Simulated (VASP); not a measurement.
# Ag (Fm-3m) in VASP: a series of runs

Aim: see how the results for Ag move with the level of theory and the settings. Levels: PBE exchange alone, PBE, LDA. Tasks: single point.

Everything below comes from runs of VASP 6.6.1. Logs are shortened: lines on timing, memory, paths and dates and some standing lists are left out, and cuts for length are marked.

## 1. The cell of the first run

The structure is cubic, space group Fm-3m (No. 225). The conventional cell has a = 4.058 Å, b = 4.058 Å, c = 4.058 Å, α = 90.00°, β = 90.00°, γ = 90.00°. Ag (site symmetry m-3m) has 12 Ag at 2.87 Å within 3.8 Å.

## 2. Single point, PBE exchange alone

File INCAR:

```
SYSTEM = Ag
AGGAC = 0.0 ; ALDAC = 0.0
ALGO = Fast ; EDIFF = 1E-6
ENCUT = 520 ; GGA = PE
ISIF = 2 ; ISMEAR = -1
LASPH = .True. ; LCHARG = .False.
LREAL = .False. ; LWAVE = .False.
NBANDS = 12 ; NELM = 80
PREC = Accurate ; SIGMA = 0.05
```

File KPOINTS:

```
k-points
0
Gamma
  11 11 11
  0 0 0
```

File POSCAR:

```
Ag
1.0
    0.0000000000      2.0290398554      2.0290398554
    2.0290398554      0.0000000000      2.0290398554
    2.0290398554      2.0290398554      0.0000000000
Ag
1
Direct
    0.0000000000      0.0000000000      0.0000000000
```

Potentials or basis: VASP PAW PBE potentials, release 64 (Ag).

Run with:

```bash
cat potpaw_PBE.64/Ag/POTCAR > POTCAR
mpirun -np 1 vasp_std > vasp.out
```

OUTCAR:

```text
SYSTEM = Ag
   EDIFF = 1E-6
   ENCUT = 520
   GGA = PE
   ISIF = 2
   ISMEAR = -1
   LASPH = .True.
   LREAL = .False.
   NELM = 80
   PREC = Accurate

 ion  position               nearest neighbor table
   1  0.000  0.000  0.000-

  LATTYP: Found a face centered cubic cell.
 ALAT       =     4.0580797108

  Lattice vectors:

 A1 = (   0.0000000000,   2.0290398554,   2.0290398554)
 A2 = (   2.0290398554,   0.0000000000,   2.0290398554)
 A3 = (   2.0290398554,   2.0290398554,   0.0000000000)

Analysis of symmetry for initial positions (statically):
=====================================================================
 Subroutine PRICEL returns:
 Original cell was already a primitive cell.

 Routine SETGRP: Setting up the symmetry group for a
 face centered cubic supercell.

 Subroutine GETGRP returns: Found 48 space group operations
 (whereof 48 operations were pure point group operations)
 out of a pool of 48 trial point group operations.

The static configuration has the point symmetry O_h .

Analysis of symmetry for dynamics (positions and initial velocities):
=====================================================================
 Subroutine PRICEL returns:
 Original cell was already a primitive cell.

 Routine SETGRP: Setting up the symmetry group for a
 face centered cubic supercell.

 Subroutine GETGRP returns: Found 48 space group operations
 (whereof 48 operations were pure point group operations)
 out of a pool of 48 trial point group operations.

The dynamic configuration has the point symmetry O_h .

 Subroutine INISYM returns: Found 48 space group operations
 (whereof 48 operations are pure point group operations),
 and found     1 'primitive' translations

----------------------------------------------------------------------------------------

                                     Primitive cell

  volume of cell :      16.7071

  direct lattice vectors                    reciprocal lattice vectors
     0.000000000  2.029039855  2.029039855    -0.246421971  0.246421971  0.246421971
     2.029039855  0.000000000  2.029039855     0.246421971 -0.246421971  0.246421971
     2.029039855  2.029039855  0.000000000     0.246421971  0.246421971 -0.246421971

  length of vectors
     2.869495682  2.869495682  2.869495682     0.426815374  0.426815374  0.426815374

  position of ions in fractional coordinates (direct lattice)
     0.000000000  0.000000000  0.000000000

  ion indices of the primitive-cell ions
   primitive index   ion index
                 1           1

----------------------------------------------------------------------------------------

 KPOINTS: k-points

Automatic generation of k-mesh.
 Grid dimensions read from file:
 generate k-points for:   11   11   11

 Generating k-lattice:

  Cartesian coordinates                     Fractional coordinates (reciprocal lattice)
    -0.022401997  0.022401997  0.022401997     0.090909091  0.000000000  0.000000000
     0.022401997 -0.022401997  0.022401997     0.000000000  0.090909091  0.000000000
     0.022401997  0.022401997 -0.022401997     0.000000000  0.000000000  0.090909091

  Length of vectors
     0.038801398  0.038801398  0.038801398

  Shift w.r.t. Gamma in fractional coordinates (k-lattice)
     0.000000000  0.000000000  0.000000000

 Subroutine IBZKPT returns following result:
 ===========================================

 Found     56 irreducible k-points:

 Following reciprocal coordinates:
            Coordinates               Weight
  0.000000  0.000000  0.000000      1.000000
  0.090909  0.000000  0.000000      8.000000
  0.181818  0.000000  0.000000      8.000000
  0.272727  0.000000  0.000000      8.000000
  0.363636  0.000000  0.000000      8.000000
  0.454545  0.000000  0.000000      8.000000
[... 16 lines left out ...]
 -0.272727  0.181818  0.000000     24.000000
 -0.181818  0.181818  0.000000     12.000000
 [... further k-points ...]
   k-points           NKPTS =     56   k-points in BZ     NKDIM =     56   number of bands    NBANDS=     12
   number of dos      NEDOS =    301   number of ions     NIONS =      1
   total plane-waves  NPLWV =  13824
   dimension x,y,z NGX =    24 NGY =   24 NGZ =   24
   dimension x,y,z NGXF=    48 NGYF=   48 NGZF=   48
   ions per type =               1
   NGX,Y,Z   is equivalent  to a cutoff of  13.90, 13.90, 13.90 a.u.
   NGXF,Y,Z  is equivalent  to a cutoff of  27.81, 27.81, 27.81 a.u.
 SYSTEM =  Ag
   PREC   = accura    normal or accurate (medium, high low for compatibility)
   ISTART =      0    job   : 0-new  1-cont  2-samecut
   ICHARG =      2    charge: 1-file 2-atom 10-const
   ISPIN  =      1    spin polarized calculation?
   LNONCOLLINEAR =      F non collinear calculations
   LSORBIT =      F    spin-orbit coupling
   LASPH  =      T    aspherical Exc in radial PAW
   ENCUT  =  520.0 eV  38.22 Ry    6.18 a.u.   5.34  5.34  5.34*2*pi/ulx,y,z
   NELM   =     80;   NELMIN=  2; NELMDL= -5     # of ELM steps
   EDIFF  = 0.1E-05   stopping-criterion for ELM
   LREAL  =      F    real-space projection
   EDIFFG = 0.1E-04   stopping-criterion for IOM
   NSW    =      0    number of steps for IOM
   IBRION =     -1    ionic relax: 0-MD 1-quasi-New 2-CG
   NFREE  =      0    steps in history (QN), initial steepest desc. (CG)
   ISIF   =      2    stress and relaxation
   ISYM   =      2    0-nonsym 1-usesym 2-fastsym
   POTIM  = 0.5000    time-step for ionic-motion
   TEBEG  =    0.0;   TEEND  =   0.0 temperature during run
   PSTRESS=    0.0 pullay stress
   NELECT =      11.0000    total number of electrons
   NUPDOWN=      -1.0000    fix difference up-down
   EMIN   =  10.00;   EMAX   =-10.00  energy-range for DOS
   EFERMI =   0.00;   METHOD = LEGACY
   ISMEAR =    -1;   SIGMA  =   0.05  broadening in eV -4-tet -1-fermi 0-gaus
   EFERMI_NEDOS =   21; number of points for ismear=-14 and -15
   IALGO  =     68    algorithm
   IMIX   =      4    mixing-type and parameters
     AMIX     =   0.40;   BMIX     =  1.00
     AMIX_MAG =   1.60;   BMIX_MAG =  1.00
  volume/ion in A,a.u.               =      16.71       112.75
  Fermi-wavevector in a.u.,A,eV,Ry     =   1.424203  2.691353 27.597424  2.028353
  Thomas-Fermi vector in A             =   2.544719
   LORBIT       =      0    0 simple, 1 ext, 2 COOP (PROOUT), +10 PAW based schemes
   GGA     = PE    functional components
   LHFCALC =     F    Hartree Fock is set to
   AEXX    =    0.0000 exact exchange contribution
   IVDW    =     0    specifies the selected vdW correction
   LEPSILON=     F    determine dielectric tensor
   LRPA    =     F    only Hartree local field effects (RPA)
 non-spin polarized calculation
 RMM-DIIS sequential band-by-band and
  energy-cutoff  :      520.00
  volume of cell :       16.71
 maximum number of plane-waves:       462
 NGX is ok and might be reduce to    24
   NGX = 11   NGY = 11   NGZ = 11

 number of electron      11.0000000 magnetization

 Free energy of the ion-electron system (eV)
  ---------------------------------------------------
  ext. energy  EPLUGINS =         0.00000000
  ---------------------------------------------------
  free energy    TOTEN  =        -1.11416285 eV

  energy without entropy =       -1.11105135  energy(sigma->0) =       -1.11260710

 E-fermi :  10.7443     XC(G=0): -10.5783

 val. band max:       10.7297360719   @ k =  -0.4545   0.0909   0.0000
 cond. band min:      10.7762409928   @ k =   0.4545   0.3636   0.0000
 fundamental gap:      0.0465049209
 Fermi energy:        10.7442992561

 k-point     1 :       0.0000    0.0000    0.0000
  band No.  band energies     occupation
      1       2.5592      2.00000
      2       5.5090      2.00000
      3       5.5090      2.00000
      4       5.5090      2.00000
      5       6.5770      2.00000
      6       6.5770      2.00000
      7      26.7229      0.00000
      8      30.2235      0.00000
      9      30.2235      0.00000
     10      30.2235      0.00000
     11      35.5268      0.00000
     12      36.4825      0.00000

 k-point     2 :       0.0909    0.0000    0.0000
  band No.  band energies     occupation
      1       2.8191      2.00000
      2       5.4536      2.00000
      3       5.5799      2.00000
      4       5.5799      2.00000
      5       6.5521      2.00000
      6       6.5521      2.00000
      7      26.7058      0.00000
      8      28.4862      0.00000
      9      30.3419      0.00000
     10      30.3419      0.00000
     11      34.9169      0.00000
     12      36.0755      0.00000

 k-point     3 :       0.1818    0.0000    0.0000
  band No.  band energies     occupation
      1       3.4890      2.00000
      2       5.4276      2.00000
      3       5.7066      2.00000
      4       5.7066      2.00000
      5       6.5629      2.00000
      6       6.5629      2.00000
      7      24.4413      0.00000
      8      27.6187      0.00000
      9      30.5063      0.00000
     10      30.5063      0.00000
     11      33.5980      0.00000
     12      34.8806      0.00000
[... 286 lines left out ...]
 k-point    23 :      -0.2727    0.1818    0.0000
  band No.  band energies     occupation
      1       4.6596      2.00000
      2       5.3328      2.00000
      3       5.8054      2.00000
      4       6.0097      2.00000
      5       6.6016      2.00000
      6       9.0810      2.00000
      7      19.2681      0.00000
      8      22.4874      0.00000
      9      28.0740      0.00000
     10      29.5515      0.00000
     11      32.9112      0.00000
     12      35.5410      0.00000

 k-point    24 :      -0.1818    0.1818    0.0000
  band No.  band energies     occupation
      1       4.6056      2.00000
      2       5.1046      2.00000
      3       5.7405      2.00000
      4       6.1461      2.00000
      5       6.1738      2.00000
      6       7.7764      2.00000
      7      22.5657      0.00000
      8      23.0414      0.00000
      9      29.3579      0.00000
     10      31.1303      0.00000
     11      31.8525      0.00000
     12      35.3060      0.00000

 [... further k-points ...]

------------------------ aborting loop because EDIFF is reached ----------------------------------------

  FORCE on cell =-STRESS in cart. coord.  units (eV):
  Direction    XX          YY          ZZ          XY          YZ          ZX
  --------------------------------------------------------------------------------------
  -------------------------------------------------------------------------------------
  Total        2.7352644      2.7352644      2.7352644      0.0000000      0.0000000      0.0000000
  in kB      262.3059627    262.3059627    262.3059627      0.0000000      0.0000000      0.0000000
  external PRESSURE =     262.3059627 kB  Pullay stress =       0.0000000 kB

 VOLUME and BASIS-vectors are now :
 -----------------------------------------------------------------------------
  energy-cutoff  :      520.00
  volume of cell :       16.71
      direct lattice vectors                 reciprocal lattice vectors
     0.000000000  2.029039855  2.029039855    -0.246421971  0.246421971  0.246421971
     2.029039855  0.000000000  2.029039855     0.246421971 -0.246421971  0.246421971
     2.029039855  2.029039855  0.000000000     0.246421971  0.246421971 -0.246421971

 POSITION                                       TOTAL-FORCE (eV/Angst)
 -----------------------------------------------------------------------------------
      0.00000      0.00000      0.00000         0.000000      0.000000      0.000000
 -----------------------------------------------------------------------------------
    total drift:                                0.000000      0.000000     -0.000000

  FREE ENERGIE OF THE ION-ELECTRON SYSTEM (eV)
  ---------------------------------------------------
  free  energy   TOTEN  =        -1.1141628490 eV

  energy  without entropy=       -1.1110513451  energy(sigma->0) =       -1.11260710
```

Wall time 6.8 s (1 thread of Intel Xeon 6975P-C, shared host); peak memory 0.14 GiB.

What came out:

* Free energy: -1.1142 eV
* Pressure: 26.2 GPa

Levels at points of the mesh, in eV from the Fermi level:
```tsv
k point	band 2	band 3	band 4	band 5	band 6	band 7	band 8	band 9	band 10	band 11
(0.00, 0.00, 0.00)	-5.24	-5.24	-5.24	-4.17	-4.17	15.98	19.48	19.48	19.48	24.78
```

## 3. Single point, PBE exchange alone

This run uses another cell than the first one, of 17.05 Å³/atom, 1.020 times its volume.

File INCAR:

```
PREC = Accurate ; ENCUT = 520
EDIFF = 1E-7 ; ISMEAR = -1
SIGMA = 0.05 ; LREAL = F
LASPH = T ; NELM = 100
ALGO = Fast ; ISIF = 2
LWAVE = F ; LCHARG = F
GGA = PE ; ALDAC = 0.0
AGGAC = 0.0 ; NBANDS = 12
```

File KPOINTS:

```
Automatic mesh
0
Gamma
  11 11 11
```

File POSCAR:

```
Ag
1.0
    0.0000000000      2.0427500000      2.0427500000
    2.0427500000      0.0000000000      2.0427500000
    2.0427500000      2.0427500000      0.0000000000
Ag
1
Direct
    0.0000000000      0.0000000000      0.0000000000
```

Potentials or basis: VASP PAW PBE potentials, release 64 (Ag).

Run with:

```bash
cat potpaw_PBE.64/Ag/POTCAR > POTCAR
mpirun -np 1 vasp_std > vasp.out
```

It took 7.1 s on 1 thread of Intel Xeon 6975P-C, shared host; peak memory 0.14 GiB.

It converged, with:

```
Free energy : -1.1668 eV
Pressure    : 23.1 GPa
```

Levels at points of the mesh, in eV from the Fermi level:
```csv
k point,band 2,band 3,band 4,band 5,band 6,band 7,band 8,band 9,band 10,band 11
"(0.00, 0.00, 0.00)",-5.17,-5.17,-5.17,-4.14,-4.14,15.93,19.30,19.30,19.30,24.57
```

(Continued in part 2 of 2.)
